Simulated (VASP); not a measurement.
Set up this calculation in VASP 6.6.1, as the native input.

- Task: relaxation of cell and atoms
- Functional: PBEsol
- Potentials or basis: VASP PAW PBE potentials, release 64 (B, N)
- Cutoff: 600 eV
- k mesh: 6 × 6 × 10
- Occupations: gaussian, width 0.02 eV
- Spin: no spin polarisation
- Dipole correction: no
- Further INCAR settings: ALGO = Normal; EDIFF = 1e-06; IBRION = 2; EDIFFG = -0.005; NSW = 100; ISIF = 3

The structure of BN lies in POSCAR:

```
BN
1.0
    4.4242230000      0.0000000000      0.0000000000
    0.0000000000      4.4242230000      0.0000000000
    0.0000000000      0.0000000000      2.5503560000
B N
4 4
Direct
    0.1742830000      0.8257170000      0.5000000000
    0.3257170000      0.3257170000      0.0000000000
    0.6742830000      0.6742830000      0.0000000000
    0.8257170000      0.1742830000      0.5000000000
    0.8126010000      0.8126010000      0.5000000000
    0.3126010000      0.6873990000      0.0000000000
    0.6873990000      0.3126010000      0.0000000000
    0.1873990000      0.1873990000      0.5000000000
```

The input as run:

INCAR

```
SYSTEM = BN
  PREC = Accurate
  ENCUT = 600
  EDIFF = 1E-6
  ISMEAR = 0
  SIGMA = 0.02
  LREAL = .FALSE.
  LASPH = .TRUE.
  NELM = 80
  ALGO = Normal
  ISIF = 3
  LWAVE = .FALSE.
  LCHARG = .FALSE.
  GGA = PS
  IBRION = 2
  NSW = 100
  EDIFFG = -0.005
```

KPOINTS

```
regular mesh
0
G
  6 6 10
  0 0 0
```

Potentials or basis: VASP PAW PBE potentials, release 64 (B, N).

Launch:

```bash
$ cat potpaw_PBE.64/B/POTCAR potpaw_PBE.64/N/POTCAR > POTCAR
$ mpirun -np 1 vasp_std > vasp.out
```

It gave:

```json
{
  "Relaxed volume": "6.14 Å³/atom",
  "Relaxed cell": "a = 4.400 Å, b = 4.400 Å, c = 2.539 Å, α = 90.00°, β = 90.00°, γ = 90.00°",
  "Space group after relaxing (to 0.1 Å)": "P4_2/mnm (No. 136)",
  "Energy gained by relaxing": "1.6 meV/atom",
  "Ionic steps": "8",
  "Pressure after relaxing": "0.0 GPa",
  "Band gap on the k mesh": "4.59 eV (least direct gap 5.71 eV)"
}
```

Caveat: the PAW data sets were made with another functional, which shifts forces and pressure a little.

It took 74 s on 1 thread of Intel(R) Xeon(R) 6975P-C (Granite Rapids), on a shared host, peak memory 0.2 GiB.
